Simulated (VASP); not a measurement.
Here is a VASP 6.6.1 calculation.

INCAR

```
SYSTEM = AgCl
PREC = Accurate
ENCUT = 520
EDIFF = 1E-6
ISMEAR = -1
SIGMA = 0.01
LREAL = .FALSE.
LASPH = .TRUE.
NELM = 150
ALGO = Normal
ISIF = 2
LWAVE = .FALSE.
LCHARG = .TRUE.
MAGMOM = 0 0 0 0 0 0 0 0 0 0 0 0
LORBIT = 11
LSORBIT = .TRUE.
GGA_COMPAT = .FALSE.
LORBMOM = .TRUE.
LMAXMIX = 4
LVHAR = .TRUE.
NBANDS = 50
```

The input KPOINTS:

```
regular mesh
0
G
  6 6 4
  0 0 0
```

Contents of POSCAR:

```
AgCl
1.0
    3.5300000000      0.0000000000      0.0000000000
    0.0000000000      4.0110000000      0.0000000000
   -0.9725508841      0.0000000000      5.1520087129
Ag Cl
2 2
Direct
    0.1570000000      0.2500000000      0.2100000000
    0.8430000000      0.7500000000      0.7900000000
    0.3080000000      0.2500000000      0.7050000000
    0.6920000000      0.7500000000      0.2950000000
```

Potentials or basis: VASP PAW LDA potentials, release 64 (Ag, Cl).

Run with:

```console
$ cat potpaw_LDA.64/Ag/POTCAR potpaw_LDA.64/Cl/POTCAR > POTCAR
$ mpirun -np 1 vasp_ncl > vasp.out
```

Problem. Estimate the largest force.

Solution. 0.831 eV/Å.

Problem. Estimate the pressure.

Solution. 1.1 GPa.

Problem. Predict the net moment.

Solution. 0.00 μB per cell.

Forces on the atoms (eV/Å):
```
Ag   0.013  0.000 -0.491
Ag  -0.013  0.000  0.491
Cl  -0.011  0.000  0.831
Cl   0.011  0.000 -0.831
```
